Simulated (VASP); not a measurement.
Write the native input for VASP 6.6.1 that does the following.

```yaml
Task: single point
Functional: r2SCAN
Potentials_or_basis: VASP PAW PBE potentials, release 64 (W_sv)
Cutoff: 550 eV
k_mesh: 16 × 16 × 12
Occupations: gaussian, width 0.15 eV
Spin: no spin polarisation
Dipole_correction: no
Further_INCAR_settings: ALGO = Normal; EDIFF = 1e-06; NBANDS = 21
```

Crystal: W.

```
W
1.0
     0.00000   -2.03000   -2.03000
     0.00000    2.03000   -2.03000
     4.06000    0.00000    0.00000
W
2
Direct
  0.50000 0.50000 0.51232
  0.00000 0.00000 0.98768
```

This cell differs from its parent crystal: atoms displaced along a vibrational mode.

These files were run (other wordings do the same):

POSCAR

```
W
1.0
    0.0000000000     -2.0300000000     -2.0300000000
    0.0000000000      2.0300000000     -2.0300000000
    4.0600000000      0.0000000000      0.0000000000
W
2
Direct
    0.5000000000      0.5000000000      0.5123152709
    0.0000000000      0.0000000000     -0.0123152709
```

INCAR.step1

```
  PREC = Accurate
  ENCUT = 550
  ISMEAR = 0
  SIGMA = 0.15
  LREAL = F
  LASPH = T
  NELM = 120
  NBANDS = 21
  GGA = PE
  ALGO = Normal
  EDIFF = 1E-5
  LWAVE = T
  LCHARG = F
  GGA_COMPAT = F
```

INCAR.step2

```
  PREC = Accurate
  ENCUT = 550
  EDIFF = 1E-6
  ISMEAR = 0
  SIGMA = 0.15
  LREAL = F
  LASPH = T
  NELM = 120
  ALGO = Normal
  ISIF = 2
  LWAVE = F
  LCHARG = F
  METAGGA = R2SCAN
  LMIXTAU = T
  NBANDS = 21
  ISTART = 1
  GGA_COMPAT = F
```

KPOINTS

```
Automatic mesh
0
Gamma
  16 16 12
```

Potentials or basis: VASP PAW PBE potentials, release 64 (W_sv).

The run is started by

```bash
$ cat potpaw_PBE.64/W_sv/POTCAR > POTCAR
$ cp INCAR.step1 INCAR
$ mpirun -np 1 vasp_std > vasp.out
$ cp INCAR.step2 INCAR
$ mpirun -np 1 vasp_std > vasp.out
```

It gave:

The pressure is -6.8 GPa, the largest force is 1.368 eV/Å and the band gap on the k mesh is zero (bands 14 and 15 overlap by 3.40 eV).

Caveat: the cell differs from its parent crystal (atoms displaced along a vibrational mode); the stress differs along the axes, from -10 to -5 GPa; the PAW data sets were made with another functional, which shifts forces and pressure a little; spin-orbit coupling is left out, which moves the levels of the heavy elements.

It took 5.8 min on 1 thread of Intel(R) Xeon(R) Platinum 8259CL CPU @ 2.50GHz (Skylake/Cascade Lake), with other jobs on the host, peak memory 0.3 GiB.
